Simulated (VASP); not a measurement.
# Ru (I4/mmm) in VASP: notebook

Runs on Ru. Level: PBE. Tasks: single point.

Program: VASP 6.6.1. These are calculated values, not measurements. Logs are shortened: lines on timing, memory, paths and dates and some standing lists are left out, and cuts for length are marked.

### Step 1. The cell of the first run

Symmetry: I4/mmm, No. 139, tetragonal system. Conventional cell: a = 3.037 Å, b = 3.037 Å, c = 2.919 Å, α = 90.00°, β = 90.00°, γ = 90.00°. Within 3.4 Å of Ru (site symmetry 4/mmm) lie 14 Ru at 2.60 to 3.04 Å.

### Step 2. Single point, PBE (13.46 Å³/atom)

Input file INCAR:

```
SYSTEM = Ru
ALGO = Fast
EDIFF = 1E-6
ENCUT = 520
GGA = PE
ISIF = 2
ISMEAR = 0
LASPH = .True.
LCHARG = .True.
LELF = .True.
LREAL = .False.
LVHAR = .True.
LWAVE = .False.
NBANDS = 13
NELM = 100
PREC = Accurate
SIGMA = 0.15
```

Input file KPOINTS:

```
k-points
0
Gamma
  22 22 22
  0 0 0
```

Input file POSCAR:

```
Ru
1.0
    0.0000000000      2.1473323395      1.4595417912
    2.1473323395      0.0000000000      1.4595417912
    2.1473323395      2.1473323395      0.0000000000
Ru
1
Direct
    0.0000000000      0.0000000000      0.0000000000
```

Potentials or basis: VASP PAW PBE potentials, release 64 (Ru_pv).

Started as:

```sh
cat potpaw_PBE.64/Ru_pv/POTCAR > POTCAR
mpirun -np 1 vasp_std > vasp.out
```

OUTCAR:

```text
SYSTEM = Ru
   EDIFF = 1E-6
   ENCUT = 520
   GGA = PE
   ISIF = 2
   ISMEAR = 0
   LASPH = .True.
   LREAL = .False.
   NELM = 100
   PREC = Accurate

 ion  position               nearest neighbor table
   1  0.000  0.000  0.000-

  LATTYP: Found a body centered tetragonal cell.
 ALAT       =     3.0367865174
 C/A-ratio  =     0.9612409584

  Lattice vectors:

 A1 = (   0.0000000000,  -2.1473323395,  -1.4595417912)
 A2 = (   0.0000000000,   2.1473323395,  -1.4595417912)
 A3 = (   2.1473323395,   0.0000000000,   1.4595417912)

Analysis of symmetry for initial positions (statically):
=====================================================================
 Subroutine PRICEL returns:
 Original cell was already a primitive cell.

 Routine SETGRP: Setting up the symmetry group for a
 body centered tetragonal supercell.

 Subroutine GETGRP returns: Found 16 space group operations
 (whereof 16 operations were pure point group operations)
 out of a pool of 16 trial point group operations.

The static configuration has the point symmetry D_4h.

Analysis of symmetry for dynamics (positions and initial velocities):
=====================================================================
 Subroutine PRICEL returns:
 Original cell was already a primitive cell.

 Routine SETGRP: Setting up the symmetry group for a
 body centered tetragonal supercell.

 Subroutine GETGRP returns: Found 16 space group operations
 (whereof 16 operations were pure point group operations)
 out of a pool of 16 trial point group operations.

The dynamic configuration has the point symmetry D_4h.

 Subroutine INISYM returns: Found 16 space group operations
 (whereof 16 operations are pure point group operations),
 and found     1 'primitive' translations

----------------------------------------------------------------------------------------

                                     Primitive cell

  volume of cell :      13.4600

  direct lattice vectors                    reciprocal lattice vectors
     0.000000000  2.147332340  1.459541791    -0.232847050  0.232847050  0.342573267
     2.147332340  0.000000000  1.459541791     0.232847050 -0.232847050  0.342573267
     2.147332340  2.147332340  0.000000000     0.232847050  0.232847050 -0.342573267

  length of vectors
     2.596401051  2.596401051  3.036786517     0.475175694  0.475175694  0.475175694

  position of ions in fractional coordinates (direct lattice)
     0.000000000  0.000000000  0.000000000

  ion indices of the primitive-cell ions
   primitive index   ion index
                 1           1

----------------------------------------------------------------------------------------

 KPOINTS: k-points

Automatic generation of k-mesh.
 Grid dimensions read from file:
 generate k-points for:   22   22   22

 Generating k-lattice:

  Cartesian coordinates                     Fractional coordinates (reciprocal lattice)
    -0.010583957  0.010583957  0.015571512     0.045454545  0.000000000  0.000000000
     0.010583957 -0.010583957  0.015571512     0.000000000  0.045454545  0.000000000
     0.010583957  0.010583957 -0.015571512     0.000000000  0.000000000  0.045454545

  Length of vectors
     0.021598895  0.021598895  0.021598895

  Shift w.r.t. Gamma in fractional coordinates (k-lattice)
     0.000000000  0.000000000  0.000000000

 Subroutine IBZKPT returns following result:
 ===========================================

 Found    834 irreducible k-points:

 Following reciprocal coordinates:
            Coordinates               Weight
  0.000000  0.000000  0.000000      1.000000
  0.045455  0.000000  0.000000      8.000000
  0.090909  0.000000  0.000000      8.000000
  0.136364  0.000000  0.000000      8.000000
  0.181818  0.000000  0.000000      8.000000
  0.227273  0.000000  0.000000      8.000000
[... 16 lines left out ...]
  0.500000  0.045455  0.000000      8.000000
 -0.454545  0.045455  0.000000      8.000000
 [... further k-points ...]
   k-points           NKPTS =    834   k-points in BZ     NKDIM =    834   number of bands    NBANDS=     13
   number of dos      NEDOS =    301   number of ions     NIONS =      1
   total plane-waves  NPLWV =   9600
   dimension x,y,z NGX =    20 NGY =   20 NGZ =   24
   dimension x,y,z NGXF=    40 NGYF=   40 NGZF=   48
   ions per type =               1
   NGX,Y,Z   is equivalent  to a cutoff of  12.81, 12.81, 13.14 a.u.
   NGXF,Y,Z  is equivalent  to a cutoff of  25.61, 25.61, 26.28 a.u.
 SYSTEM =  Ru
   PREC   = accura    normal or accurate (medium, high low for compatibility)
   ISTART =      0    job   : 0-new  1-cont  2-samecut
   ICHARG =      2    charge: 1-file 2-atom 10-const
   ISPIN  =      1    spin polarized calculation?
   LNONCOLLINEAR =      F non collinear calculations
   LSORBIT =      F    spin-orbit coupling
   LASPH  =      T    aspherical Exc in radial PAW
   ENCUT  =  520.0 eV  38.22 Ry    6.18 a.u.   4.83  4.83  5.65*2*pi/ulx,y,z
   NELM   =    100;   NELMIN=  2; NELMDL= -5     # of ELM steps
   EDIFF  = 0.1E-05   stopping-criterion for ELM
   LREAL  =      F    real-space projection
   EDIFFG = 0.1E-04   stopping-criterion for IOM
   NSW    =      0    number of steps for IOM
   IBRION =     -1    ionic relax: 0-MD 1-quasi-New 2-CG
   NFREE  =      0    steps in history (QN), initial steepest desc. (CG)
   ISIF   =      2    stress and relaxation
   ISYM   =      2    0-nonsym 1-usesym 2-fastsym
   POTIM  = 0.5000    time-step for ionic-motion
   TEBEG  =    0.0;   TEEND  =   0.0 temperature during run
   PSTRESS=    0.0 pullay stress
   NELECT =      14.0000    total number of electrons
   NUPDOWN=      -1.0000    fix difference up-down
   EMIN   =  10.00;   EMAX   =-10.00  energy-range for DOS
   EFERMI =   0.00;   METHOD = LEGACY
   ISMEAR =     0;   SIGMA  =   0.15  broadening in eV -4-tet -1-fermi 0-gaus
   EFERMI_NEDOS =   21; number of points for ismear=-14 and -15
   IALGO  =     68    algorithm
   IMIX   =      4    mixing-type and parameters
     AMIX     =   0.40;   BMIX     =  1.00
     AMIX_MAG =   1.60;   BMIX_MAG =  1.00
  volume/ion in A,a.u.               =      13.46        90.83
  Fermi-wavevector in a.u.,A,eV,Ry     =   1.658705  3.134498 37.433740  2.751302
  Thomas-Fermi vector in A             =   2.746240
   LORBIT       =      0    0 simple, 1 ext, 2 COOP (PROOUT), +10 PAW based schemes
   GGA     = PE    functional components
   LHFCALC =     F    Hartree Fock is set to
   AEXX    =    0.0000 exact exchange contribution
   IVDW    =     0    specifies the selected vdW correction
   LEPSILON=     F    determine dielectric tensor
   LRPA    =     F    only Hartree local field effects (RPA)
 non-spin polarized calculation
 RMM-DIIS sequential band-by-band and
 Gauss-broadening in eV      SIGMA  =   0.15
  energy-cutoff  :      520.00
  volume of cell :       13.46
 maximum number of plane-waves:       378
   NGX =  9   NGY =  9   NGZ = 11

 number of electron      14.0000000 magnetization

 Free energy of the ion-electron system (eV)
  ---------------------------------------------------
  ext. energy  EPLUGINS =         0.00000000
  ---------------------------------------------------
  free energy    TOTEN  =        -8.59166103 eV

  energy without entropy =       -8.57015067  energy(sigma->0) =       -8.58090585

 E-fermi :  13.1785     XC(G=0): -14.1614

 val. band max:       13.1779689685   @ k =   0.5000   0.3636   0.0000
 cond. band min:      13.1790441093   @ k =  -0.1364  -0.0000   0.0909
 fundamental gap:      0.0010751407
 Fermi energy:        13.1784885660

 k-point     1 :       0.0000    0.0000    0.0000
  band No.  band energies     occupation
      1     -29.4209      2.00000
      2     -29.4209      2.00000
      3     -29.3966      2.00000
      4       4.9584      2.00000
      5       9.9308      2.00000
      6      10.3653      2.00000
      7      10.3653      2.00000
      8      12.7857      1.99979
      9      13.3007      0.24925
     10      23.6552      0.00000
     11      30.0832      0.00000
     12      30.0832      0.00000
     13      30.9271      0.00000

 k-point     2 :       0.0455    0.0000    0.0000
  band No.  band energies     occupation
      1     -29.4373      2.00000
      2     -29.4286      2.00000
      3     -29.4043      2.00000
      4       5.0549      2.00000
      5       9.9441      2.00000
      6      10.3587      2.00000
      7      10.3874      2.00000
      8      12.7793      1.99983
      9      13.2519      0.48884
     10      23.6551      0.00000
     11      30.1881      0.00000
     12      30.2364      0.00000
     13      30.9898      0.00000

 k-point     3 :       0.0909    0.0000    0.0000
  band No.  band energies     occupation
      1     -29.5028      2.00000
      2     -29.4513      2.00000
      3     -29.4093      2.00000
      4       5.3353      2.00000
      5       9.8981      2.00000
      6      10.3331      2.00000
      7      10.5435      2.00000
      8      12.7534      1.99994
      9      13.1448      1.24917
     10      23.6551      0.00000
     11      30.4477      0.00000
     12      30.6875      0.00000
     13      31.1379      0.00000

 k-point     4 :       0.1364    0.0000    0.0000
  band No.  band energies     occupation
      1     -29.6100      2.00000
      2     -29.4868      2.00000
      3     -29.4120      2.00000
      4       5.7693      2.00000
      5       9.7319      2.00000
      6      10.2804      2.00000
      7      10.9042      2.00000
      8      12.6985      1.99999
      9      13.0691      1.69779
     10      23.6551      0.00000
     11      30.6934      0.00000
     12      31.2505      0.00000
     13      31.4125      0.00000

 k-point     5 :       0.1818    0.0000    0.0000
  band No.  band energies     occupation
      1     -29.7467      2.00000
      2     -29.5321      2.00000
      3     -29.4148      2.00000
      4       6.2914      2.00000
      5       9.4936      2.00000
      6      10.2272      2.00000
      7      11.4318      2.00000
      8      12.6550      2.00000
      9      13.0684      1.70059
     10      23.6550      0.00000
     11      30.6443      0.00000
     12      31.1661      0.00000
     13      32.3756      0.00000

 k-point     6 :       0.2273    0.0000    0.0000
  band No.  band energies     occupation
      1     -29.9004      2.00000
      2     -29.5834      2.00000
      3     -29.4178      2.00000
      4       6.7777      2.00000
      5       9.2254      2.00000
      6      10.2861      2.00000
      7      12.0891      2.00000
      8      12.6794      2.00000
      9      13.1263      1.37748
     10      23.6550      0.00000
     11      30.1253      0.00000
     12      30.7057      0.00000
     13      33.5315      0.00000

 k-point     7 :       0.2727    0.0000    0.0000
  band No.  band energies     occupation
      1     -30.0583      2.00000
      2     -29.6366      2.00000
      3     -29.4208      2.00000
      4       7.0633      2.00000
      5       8.9566      2.00000
      6      10.6365      2.00000
      7      12.7739      1.99986
      8      12.8404      1.99857
      9      13.2285      0.63710
     10      23.6549      0.00000
     11      29.2561      0.00000
     12      29.8033      0.00000
     13      34.8246      0.00000
[... 193 lines left out ...]
 k-point    20 :       0.3636    0.0455    0.0000
  band No.  band energies     occupation
      1     -30.3353      2.00000
      2     -29.7392      2.00000
      3     -29.4464      2.00000
      4       7.0480      2.00000
      5       8.5794      2.00000
      6      11.7649      2.00000
      7      13.0306      1.83673
      8      14.0308      0.00000
      9      14.3807      0.00000
     10      23.6545      0.00000
     11      26.7270      0.00000
     12      28.0183      0.00000
     13      33.7618      0.00000

 k-point    21 :       0.4091    0.0455    0.0000
  band No.  band energies     occupation
      1     -30.4324      2.00000
      2     -29.7737      2.00000
      3     -29.4470      2.00000
      4       6.8949      2.00000
      5       8.4265      2.00000
      6      12.2278      2.00000
      7      13.2856      0.31237
      8      14.5277      0.00000
      9      15.0719      0.00000
     10      23.6537      0.00000
     11      25.3702      0.00000
     12      27.4400      0.00000
     13      32.5501      0.00000

 k-point    22 :       0.4545    0.0455    0.0000
  band No.  band energies     occupation
      1     -30.4928      2.00000
      2     -29.7956      2.00000
      3     -29.4467      2.00000
      4       6.7826      2.00000
      5       8.3335      2.00000
      6      12.5368      2.00000
      7      13.3229      0.17335
      8      15.1084      0.00000
      9      15.5577      0.00000
     10      23.6513      0.00000
     11      24.3712      0.00000
     12      27.0807      0.00000
     13      31.7295      0.00000

 k-point    23 :       0.5000    0.0455    0.0000
  band No.  band energies     occupation
      1     -30.5123      2.00000
      2     -29.8033      2.00000
      3     -29.4458      2.00000
      4       6.7431      2.00000
      5       8.3047      2.00000
      6      12.7423      1.99996
      7      13.1946      0.87941
      8      15.3583      0.00000
      9      15.7399      0.00000
     10      23.6471      0.00000
     11      24.0148      0.00000
     12      26.9703      0.00000
     13      31.4303      0.00000

 k-point    24 :      -0.4545    0.0455    0.0000
  band No.  band energies     occupation
      1     -30.4896      2.00000
      2     -29.7963      2.00000
      3     -29.4441      2.00000
      4       6.7856      2.00000
      5       8.3413      2.00000
      6      12.7625      1.99991
      7      13.0318      1.83334
      8      15.0768      0.00000
      9      15.5754      0.00000
     10      23.6517      0.00000
     11      24.4283      0.00000
     12      27.1216      0.00000
     13      31.7007      0.00000

 [... further k-points ...]
[... 5 lines left out ...]
  --------------------------------------------------------------------------------------
  -------------------------------------------------------------------------------------
  Total        1.7809742      1.7809742      0.8984600      0.0000000      0.0000000     -0.0000000
  in kB      211.9937971    211.9937971    106.9459333      0.0000000      0.0000000     -0.0000000
  external PRESSURE =     176.9778425 kB  Pullay stress =       0.0000000 kB

 VOLUME and BASIS-vectors are now :
 -----------------------------------------------------------------------------
  energy-cutoff  :      520.00
  volume of cell :       13.46
      direct lattice vectors                 reciprocal lattice vectors
     0.000000000  2.147332340  1.459541791    -0.232847050  0.232847050  0.342573267
     2.147332340  0.000000000  1.459541791     0.232847050 -0.232847050  0.342573267
     2.147332340  2.147332340  0.000000000     0.232847050  0.232847050 -0.342573267

 POSITION                                       TOTAL-FORCE (eV/Angst)
 -----------------------------------------------------------------------------------
      0.00000      0.00000      0.00000        -0.000000      0.000000      0.000000
 -----------------------------------------------------------------------------------
    total drift:                                0.000000     -0.000000      0.000000

  FREE ENERGIE OF THE ION-ELECTRON SYSTEM (eV)
  ---------------------------------------------------
  free  energy   TOTEN  =        -8.5916610282 eV

  energy  without entropy=       -8.5701506653  energy(sigma->0) =       -8.58090585
```

Run time: 57 s. Hardware: 1 thread of Intel Xeon 6975P-C (Granite Rapids), shared host; peak memory 0.24 GiB.

What came out:

- Free energy: -8.5917 eV
- Pressure: 17.7 GPa
- Band gap on the k mesh: zero (bands 7 and 8 overlap by 3.84 eV)

Stress tensor (GPa, compression positive):
```
21.20  0.00  0.00
 0.00 21.20  0.00
 0.00  0.00 10.69
```

Caveat: the cell stands under pressure.

### Step 3. Single point, PBE (13.83 Å³/atom)

This run uses another cell than the first one, of 13.83 Å³/atom.

Input file INCAR:

```
PREC = Accurate ; ENCUT = 520
EDIFF = 1E-6 ; ISMEAR = 0
SIGMA = 0.15 ; LREAL = False
LASPH = True ; NELM = 80
ALGO = Fast ; ISIF = 2
LWAVE = False ; LCHARG = False
GGA = PE ; NBANDS = 13
```

Input file KPOINTS:

```
Automatic mesh
0
Gamma
  22 22 22
```

Input file POSCAR:

```
Ru
1.0
    0.0000000000      2.1116549873      1.5505882572
    2.1116549873      0.0000000000      1.5505882572
    2.1116549873      2.1116549873      0.0000000000
Ru
1
Direct
    0.0000000000      0.0000000000      0.0000000000
```

Potentials or basis: VASP PAW PBE potentials, release 64 (Ru_pv).

Started as:

```sh
cat potpaw_PBE.64/Ru_pv/POTCAR > POTCAR
mpirun -np 1 vasp_std > vasp.out
```

Wall time 54 s (1 thread of Intel Xeon 6975P-C (Granite Rapids), shared host); peak memory 0.24 GiB.

It converged, with:

```yaml
Free_energy: -8.6266 eV
Pressure: 8.4 GPa
Band_gap_on_the_k_mesh: zero (bands 7 and 8 overlap by 3.69 eV)
```

Stress tensor (GPa, compression positive):
```
 2.59  0.00  0.00
 0.00  2.59  0.00
 0.00  0.00 19.88
```

Levels at points of the mesh, in eV from the Fermi level:
```tsv
k point	band 4	band 5	band 6	band 7	band 8	band 9	band 10	band 11
(0.00, 0.00, 0.00)	-8.06	-2.97	-2.97	-2.60	-0.35	0.10	10.51	16.66
(0.50, 0.00, 0.00)	-6.25	-4.49	-0.38	0.38	1.08	2.41	10.20	10.52
(0.50, 0.50, 0.00)	-6.41	-6.33	1.75	1.87	1.87	8.62	9.76	9.76
(0.50, 0.00, 0.50)	-6.30	-4.90	0.18	0.51	1.39	2.50	10.49	10.64
```

Caveat: the cell stands under pressure.
